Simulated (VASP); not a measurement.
Runs of VASP 6.6.1 on Si. The structure is that of space group Im-3m (No. 229), or close to it. The cells are those of the table. 

```csv
task,level,cell,cutoff (eV),gap on the mesh (eV),pressure (GPa),relaxed volume (Å³/atom)
relaxation of cell and atoms,PBE,"relaxed from a = 5.778 Å, angles 109.5°, 6 atoms",600,0.16,0.0,25.40
single point,PBEsol,"a = 5.794 Å, angles 109.5°, 6 atoms",520,0.06,(b),-
relaxation of cell and atoms,r2SCAN+rVV10,"relaxed from a = 5.778 Å, angles 109.5°, 6 atoms",600,0.18,0.0,24.86
relaxation of cell and atoms,PBEsol,"relaxed from a = 5.778 Å, angles 109.5°, 6 atoms",600,0.06,0.0,24.98
single point,PBE+D4,"a = 5.785 Å, angles 109.5°, 6 atoms",520,0.13,-0.1,-
single point,PBE,"a = 5.829 Å, angles 109.5°, 6 atoms",520,0.16,0.0,-
relaxation of cell and atoms,PBE+D4,"relaxed from a = 5.778 Å, angles 109.5°, 6 atoms",600,0.13,0.0,24.82
single point,r2SCAN+rVV10,"a = 5.791 Å, angles 109.5°, 6 atoms",520,(a),-0.2,-
```

Alike in all rows: potentials or basis VASP PAW PBE potentials, release 64 (Si); no spin polarisation; k mesh 6 × 6 × 6; smearing fermi-dirac 0.15 eV.

Estimate the missing entries.

(a) 0.19; (b) 0.1.

Caveats: the PAW data sets were made with another functional, which shifts forces and pressure a little (some runs).

A k mesh can miss the band edges.
